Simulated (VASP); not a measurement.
# Rb (Im-3m) in VASP: a series of runs, part 2 of 2

VASP 6.6.1.

### 4 Single point, PBE

The input, INCAR:

```
ALGO     = Normal         # electronic algorithm
EDIFF    = 1E-6           # SCF threshold, eV
ENCUT    = 520            # plane-wave cutoff, eV
GGA      = PE             # functional
ISIF     = 2              # what is computed and relaxed
ISMEAR   = -1             # smearing method
LASPH    = True           # aspherical terms in the spheres
LCHARG   = True           # write CHGCAR
LELF     = True           # ELF
LREAL    = False          # projectors in reciprocal space
LVHAR    = True         
LWAVE    = False          # write WAVECAR
NBANDS   = 10             # bands
NELM     = 80             # most SCF steps
PREC     = Accurate       # precision mode
SIGMA    = 0.1            # smearing width, eV
```

The input, KPOINTS:

```
k-points
0
Gamma
  13 13 13
```

The input, POSCAR:

```
Rb
1.0
   -2.8359049291      2.8359049291      2.8359049291
    2.8359049291     -2.8359049291      2.8359049291
    2.8359049291      2.8359049291     -2.8359049291
Rb
1
Direct
    0.0000000000      0.0000000000      0.0000000000
```

Potentials or basis: VASP PAW PBE potentials, release 64 (Rb_sv).

Started as:

```
$ cat potpaw_PBE.64/Rb_sv/POTCAR > POTCAR
$ mpirun -np 1 vasp_std > vasp.out
```

OUTCAR:

```text
EDIFF = 1E-6
   ENCUT = 520
   GGA = PE
   ISIF = 2
   ISMEAR = -1
   LASPH = True
   LREAL = False
   NELM = 80
   PREC = Accurate

 ion  position               nearest neighbor table
   1  0.000  0.000  0.000-

  LATTYP: Found a body centered cubic cell.
 ALAT       =     5.6718098582

  Lattice vectors:

 A1 = (  -2.8359049291,   2.8359049291,   2.8359049291)
 A2 = (   2.8359049291,  -2.8359049291,   2.8359049291)
 A3 = (   2.8359049291,   2.8359049291,  -2.8359049291)

Analysis of symmetry for initial positions (statically):
=====================================================================
 Subroutine PRICEL returns:
 Original cell was already a primitive cell.

 Routine SETGRP: Setting up the symmetry group for a
 body centered cubic supercell.

 Subroutine GETGRP returns: Found 48 space group operations
 (whereof 48 operations were pure point group operations)
 out of a pool of 48 trial point group operations.

The static configuration has the point symmetry O_h .

Analysis of symmetry for dynamics (positions and initial velocities):
=====================================================================
 Subroutine PRICEL returns:
 Original cell was already a primitive cell.

 Routine SETGRP: Setting up the symmetry group for a
 body centered cubic supercell.

 Subroutine GETGRP returns: Found 48 space group operations
 (whereof 48 operations were pure point group operations)
 out of a pool of 48 trial point group operations.

The dynamic configuration has the point symmetry O_h .

 Subroutine INISYM returns: Found 48 space group operations
 (whereof 48 operations are pure point group operations),
 and found     1 'primitive' translations

----------------------------------------------------------------------------------------

                                     Primitive cell

  volume of cell :      91.2294

  direct lattice vectors                    reciprocal lattice vectors
    -2.835904929  2.835904929  2.835904929     0.000000000  0.176310565  0.176310565
     2.835904929 -2.835904929  2.835904929     0.176310565  0.000000000  0.176310565
     2.835904929  2.835904929 -2.835904929     0.176310565  0.176310565  0.000000000

  length of vectors
     4.911931423  4.911931423  4.911931423     0.249340792  0.249340792  0.249340792

  position of ions in fractional coordinates (direct lattice)
     0.000000000  0.000000000  0.000000000

  ion indices of the primitive-cell ions
   primitive index   ion index
                 1           1

----------------------------------------------------------------------------------------

 KPOINTS: k-points

Automatic generation of k-mesh.
 Grid dimensions read from file:
 generate k-points for:   13   13   13

 Generating k-lattice:

  Cartesian coordinates                     Fractional coordinates (reciprocal lattice)
     0.000000000  0.013562351  0.013562351     0.076923077  0.000000000  0.000000000
     0.013562351  0.000000000  0.013562351     0.000000000  0.076923077  0.000000000
     0.013562351  0.013562351  0.000000000     0.000000000  0.000000000  0.076923077

  Length of vectors
     0.019180061  0.019180061  0.019180061

  Shift w.r.t. Gamma in fractional coordinates (k-lattice)
     0.000000000  0.000000000  0.000000000

 Subroutine IBZKPT returns following result:
 ===========================================

 Found     84 irreducible k-points:

 Following reciprocal coordinates:
            Coordinates               Weight
  0.000000  0.000000  0.000000      1.000000
  0.076923  0.000000  0.000000     12.000000
  0.153846  0.000000  0.000000     12.000000
  0.230769  0.000000  0.000000     12.000000
  0.307692  0.000000  0.000000     12.000000
  0.384615  0.000000  0.000000     12.000000
[... 16 lines left out ...]
  0.153846  0.076923  0.076923     24.000000
  0.230769  0.076923  0.076923     24.000000
 [... further k-points ...]
   k-points           NKPTS =     84   k-points in BZ     NKDIM =     84   number of bands    NBANDS=     10
   number of dos      NEDOS =    301   number of ions     NIONS =      1
   total plane-waves  NPLWV =  64000
   dimension x,y,z NGX =    40 NGY =   40 NGZ =   40
   dimension x,y,z NGXF=    80 NGYF=   80 NGZF=   80
   ions per type =               1
   NGX,Y,Z   is equivalent  to a cutoff of  13.54, 13.54, 13.54 a.u.
   NGXF,Y,Z  is equivalent  to a cutoff of  27.08, 27.08, 27.08 a.u.
 SYSTEM =  unknown system
   PREC   = accura    normal or accurate (medium, high low for compatibility)
   ISTART =      0    job   : 0-new  1-cont  2-samecut
   ICHARG =      2    charge: 1-file 2-atom 10-const
   ISPIN  =      1    spin polarized calculation?
   LNONCOLLINEAR =      F non collinear calculations
   LSORBIT =      F    spin-orbit coupling
   LASPH  =      T    aspherical Exc in radial PAW
   ENCUT  =  520.0 eV  38.22 Ry    6.18 a.u.   9.13  9.13  9.13*2*pi/ulx,y,z
   NELM   =     80;   NELMIN=  2; NELMDL= -5     # of ELM steps
   EDIFF  = 0.1E-05   stopping-criterion for ELM
   LREAL  =      F    real-space projection
   EDIFFG = 0.1E-04   stopping-criterion for IOM
   NSW    =      0    number of steps for IOM
   IBRION =     -1    ionic relax: 0-MD 1-quasi-New 2-CG
   NFREE  =      0    steps in history (QN), initial steepest desc. (CG)
   ISIF   =      2    stress and relaxation
   ISYM   =      2    0-nonsym 1-usesym 2-fastsym
   POTIM  = 0.5000    time-step for ionic-motion
   TEBEG  =    0.0;   TEEND  =   0.0 temperature during run
   PSTRESS=    0.0 pullay stress
   NELECT =       9.0000    total number of electrons
   NUPDOWN=      -1.0000    fix difference up-down
   EMIN   =  10.00;   EMAX   =-10.00  energy-range for DOS
   EFERMI =   0.00;   METHOD = LEGACY
   ISMEAR =    -1;   SIGMA  =   0.10  broadening in eV -4-tet -1-fermi 0-gaus
   EFERMI_NEDOS =   21; number of points for ismear=-14 and -15
   IALGO  =     38    algorithm
   IMIX   =      4    mixing-type and parameters
     AMIX     =   0.40;   BMIX     =  1.00
     AMIX_MAG =   1.60;   BMIX_MAG =  1.00
  volume/ion in A,a.u.               =      91.23       615.65
  Fermi-wavevector in a.u.,A,eV,Ry     =   0.756445  1.429474  7.785376  0.572209
  Thomas-Fermi vector in A             =   1.854567
   LORBIT       =      0    0 simple, 1 ext, 2 COOP (PROOUT), +10 PAW based schemes
   GGA     = PE    functional components
   LHFCALC =     F    Hartree Fock is set to
   AEXX    =    0.0000 exact exchange contribution
   IVDW    =     0    specifies the selected vdW correction
   LEPSILON=     F    determine dielectric tensor
   LRPA    =     F    only Hartree local field effects (RPA)
 non-spin polarized calculation
  energy-cutoff  :      520.00
  volume of cell :       91.23
 maximum number of plane-waves:      2491
 NGX is ok and might be reduce to    40
   NGX = 19   NGY = 19   NGZ = 19

 number of electron       9.0000000 magnetization

 Free energy of the ion-electron system (eV)
  ---------------------------------------------------
  ext. energy  EPLUGINS =         0.00000000
  ---------------------------------------------------
  free energy    TOTEN  =        -0.95116834 eV

  energy without entropy =       -0.92124442  energy(sigma->0) =       -0.93620638

 E-fermi :   0.0074     XC(G=0):  -5.4601

 val. band max:       -0.0005245732   @ k =  -0.3077   0.3077   0.3077
 cond. band min:       0.0288482621   @ k =  -0.3846   0.4615   0.0769
 fundamental gap:      0.0293728352
 Fermi energy:         0.0073513419

 k-point     1 :       0.0000    0.0000    0.0000
  band No.  band energies     occupation
      1     -28.8973      2.00000
      2     -12.9398      2.00000
      3     -12.9398      2.00000
      4     -12.9398      2.00000
      5      -1.9622      2.00000
      6       3.6832      0.00000
      7       3.6832      0.00000
      8       3.6832      0.00000
      9       4.6144      0.00000
     10       4.6144      0.00000
[... 287 lines left out ...]
 k-point    24 :       0.2308    0.0769    0.0769
  band No.  band energies     occupation
      1     -28.8943      2.00000
      2     -13.0069      2.00000
      3     -12.9605      2.00000
      4     -12.9445      2.00000
      5      -0.7933      1.99933
      6       2.0380      0.00000
      7       2.5544      0.00000
      8       4.4322      0.00000
      9       4.6990      0.00000
     10       4.8089      0.00000

 [... further k-points ...]

------------------------ aborting loop because EDIFF is reached ----------------------------------------

  FORCE on cell =-STRESS in cart. coord.  units (eV):
  Direction    XX          YY          ZZ          XY          YZ          ZX
  --------------------------------------------------------------------------------------
  -------------------------------------------------------------------------------------
  Total        0.0012691      0.0012691      0.0012691     -0.0000000      0.0000000     -0.0000000
  in kB        0.0222880      0.0222880      0.0222880     -0.0000000      0.0000000     -0.0000000
  external PRESSURE =       0.0222880 kB  Pullay stress =       0.0000000 kB

 VOLUME and BASIS-vectors are now :
 -----------------------------------------------------------------------------
  energy-cutoff  :      520.00
  volume of cell :       91.23
      direct lattice vectors                 reciprocal lattice vectors
    -2.835904929  2.835904929  2.835904929     0.000000000  0.176310565  0.176310565
     2.835904929 -2.835904929  2.835904929     0.176310565  0.000000000  0.176310565
     2.835904929  2.835904929 -2.835904929     0.176310565  0.176310565  0.000000000

 POSITION                                       TOTAL-FORCE (eV/Angst)
 -----------------------------------------------------------------------------------
      0.00000      0.00000      0.00000        -0.000000     -0.000000      0.000000
 -----------------------------------------------------------------------------------
    total drift:                                0.000000      0.000000     -0.000000

  FREE ENERGIE OF THE ION-ELECTRON SYSTEM (eV)
  ---------------------------------------------------
  free  energy   TOTEN  =        -0.9511683355 eV

  energy  without entropy=       -0.9212444197  energy(sigma->0) =       -0.93620638
```

Run time: 77 s. Hardware: 1 thread of Intel Xeon 8259CL, shared host; peak memory 0.27 GiB.

Results:

* Free energy: -0.9512 eV
* Pressure: 0.0 GPa
* Band gap on the k mesh: zero (an odd number of electrons rules out a gap without spin polarisation)

Levels at points of the mesh, in eV from the Fermi level:
| k point | band 2 | band 3 | band 4 | band 5 | band 6 | band 7 |
| --- | --- | --- | --- | --- | --- | --- |
| (0.00, 0.00, 0.00) | -12.95 | -12.95 | -12.95 | -1.97 | 3.68 | 3.68 |

### 5 The runs side by side

```csv
k mesh,smearing,gap on the mesh (eV),pressure (GPa)
8 × 8 × 8,methfessel-paxton 1 eV,none,0.0
11 × 11 × 11,fermi-dirac 0.1 eV,none,0.0
13 × 13 × 13,fermi-dirac 0.1 eV,none,0.0
```

Alike in all rows: task single point; level PBE; potentials or basis VASP PAW PBE potentials, release 64 (Rb_sv); no spin polarisation; cell as given; cutoff (eV) 520.

Caveats: so wide a smearing shifts energies and pressures (at least some runs).

Total energies depend on the potentials used, so only differences within one code and one set of settings carry meaning.
